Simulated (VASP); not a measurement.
Input of a VASP 6.6.1 run:

Contents of INCAR:

```
  PREC = Accurate
  ENCUT = 520
  EDIFF = 1E-7
  ISMEAR = -1
  SIGMA = 0.3
  LREAL = F
  LASPH = T
  NELM = 150
  ALGO = Normal
  ISIF = 2
  LWAVE = F
  LCHARG = F
  ISPIN = 2
  MAGMOM = 0.1 0.7
  LORBIT = 11
  NUPDOWN = 0.9
  LMAXMIX = 4
  NBANDS = 18
```

File KPOINTS:

```
Automatic mesh
0
Gamma
  5 5 5
  0.5 0.5 0.5
```

Contents of POSCAR:

```
AlNi
1.0
    2.8810000000      0.0000000000      0.0000000000
    0.0000000000      2.8810000000      0.0000000000
    0.0000000000      0.0000000000      2.8810000000
Al Ni
1 1
Direct
    0.0000000000      0.0000000000      0.0000000000
    0.5000000000      0.5000000000      0.5000000000
```

Potentials or basis: VASP PAW LDA potentials, release 64 (Al, Ni).

The run is started by

```sh
$ cat potpaw_LDA.64/Al/POTCAR potpaw_LDA.64/Ni/POTCAR > POTCAR
$ mpirun -np 1 vasp_std > vasp.out
```

Problem. Predict the pressure.

Solution. -4.0 GPa.

Caveat: the k points lie up to 0.44 Å⁻¹ apart; the total moment is fixed, so each spin has its own Fermi level.
